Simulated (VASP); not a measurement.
Here is a VASP 6.6.1 calculation.

File INCAR:

```
PREC = Accurate ; ENCUT = 520
EDIFF = 1E-7 ; ISMEAR = 0
SIGMA = 0.05 ; LREAL = F
LASPH = T ; NELM = 100
ALGO = Normal ; ISIF = 2
LWAVE = F ; LCHARG = F
GGA = CA ; NBANDS = 12
```

The input KPOINTS:

```
Automatic mesh
0
Gamma
  12 12 12
```

File POSCAR:

```
LiF
1.0
    0.0000000000      1.9815104477      2.0805859701
    1.9815104477      0.0000000000      2.0805859701
    1.9815104477      1.9815104477      0.0000000000
Li F
1 1
Direct
    0.0000000000      0.0000000000      0.0000000000
    0.5000000000      0.5000000000      0.5000000000
```

Potentials or basis: VASP PAW LDA potentials, release 64 (Li_sv, F).

Run with:

```bash
$ cat potpaw_LDA.64/Li_sv/POTCAR potpaw_LDA.64/F/POTCAR > POTCAR
$ mpirun -np 1 vasp_std > vasp.out
```

(1) What does it give for the band gap on the k mesh?

Results:

(1) 8.76 eV, direct.
